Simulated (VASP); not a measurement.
Write the native input for VASP 6.6.1 that does the following.

```
Task                   : single point
Functional             : PBE
Potentials or basis    : VASP PAW PBE potentials, release 64 (Na_pv, Bi_d)
Cutoff                 : 520 eV
k mesh                 : 4 × 4 × 4
Occupations            : gaussian, width 0.1 eV
Spin                   : no spin polarisation
Dipole correction      : no
Further INCAR settings : ALGO = Normal; EDIFF = 1e-06; NBANDS = 30
```

The structure of Na4Bi lies in POSCAR:

```
Na4Bi
1.0
   -3.2868067800      3.2868067800      3.2868067800
    3.2868067800     -3.2868067800      3.2868067800
    3.2868067800      3.2868067800     -3.2868067800
Na Bi
4 1
Direct
    0.3495999900      0.3495999900      0.3495999900
    0.6504000100      0.0000000000      0.0000000000
    0.0000000000      0.0000000000      0.6504000100
    0.0000000000      0.6504000100      0.0000000000
    0.0000000000      0.0000000000      0.0000000000
```

The input as run:

INCAR

```
  PREC = Accurate
  ENCUT = 520
  EDIFF = 1E-6
  ISMEAR = 0
  SIGMA = 0.1
  LREAL = F
  LASPH = T
  NELM = 80
  ALGO = Normal
  ISIF = 2
  LWAVE = F
  LCHARG = F
  GGA = PE
  NBANDS = 30
```

KPOINTS

```
regular mesh
0
Gamma
  4 4 4
```

Potentials or basis: VASP PAW PBE potentials, release 64 (Na_pv, Bi_d).

Launch:

```bash
$ cat potpaw_PBE.64/Na_pv/POTCAR potpaw_PBE.64/Bi_d/POTCAR > POTCAR
$ mpirun -np 1 vasp_std > vasp.out
```

Results of the run:

```json
{
  "Pressure": "40.2 GPa",
  "Largest force": "13.310 eV/Å"
}
```

Caveat: forces of over 1 eV/Å act on the atoms, so gaps and moduli don't describe the material at rest.

Wall time 28 s on 1 thread of Intel(R) Xeon(R) 6975P-C (Granite Rapids), with other jobs on the host, peak memory 0.24 GiB.
